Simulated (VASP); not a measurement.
GaN: single point with PBE

Crystal: GaN.

```
Ga N
1.0
     0.00000    0.00000    5.24317
    -6.43674    0.00000    0.00000
     3.21837   -5.57438    0.00000
Ga N
8 8
Direct
  0.49913 0.16667 0.33333
  0.49913 0.16667 0.83333
  0.49913 0.66667 0.33333
  0.49913 0.66667 0.83333
  0.99913 0.33333 0.16667
  0.99913 0.33333 0.66667
  0.99913 0.83333 0.16667
  0.99913 0.83333 0.66667
  0.87587 0.16667 0.33333
  0.87587 0.16667 0.83333
  0.87587 0.66667 0.33333
  0.87587 0.66667 0.83333
  0.37587 0.33333 0.16667
  0.37587 0.33333 0.66667
  0.37587 0.83333 0.16667
  0.37587 0.83333 0.66667
```

| Item | Value |
| --- | --- |
| Program | VASP 6.6.1 |
| Task | single point |
| Functional | PBE |
| Potentials or basis | VASP PAW PBE potentials, release 64 (Ga_d, N) |
| Cutoff | 520 eV |
| k mesh | 3 × 3 × 3 |
| Occupations | gaussian, width 0.01 eV |
| Spin | no spin polarisation |
| Dipole correction | no |
| Further INCAR settings | LREAL = Auto; ALGO = Normal; EDIFF = 1e-06; NBANDS = 86 |

The pressure is 0.0 GPa. The band gap on the k mesh is 1.71 eV.

Levels at points of the mesh, in eV from the valence-band top:
```csv
k point,band 69,band 70,band 71,band 72,band 73,band 74,band 75,band 76
"(0.00, 0.00, 0.00)",-0.96,-0.04,0.00,0.00,1.71,4.06,4.98,4.98
```

Wall time 120 s on 1 thread of AMD EPYC 7R13 Processor (Zen 3), on a shared host, peak memory 0.28 GiB.
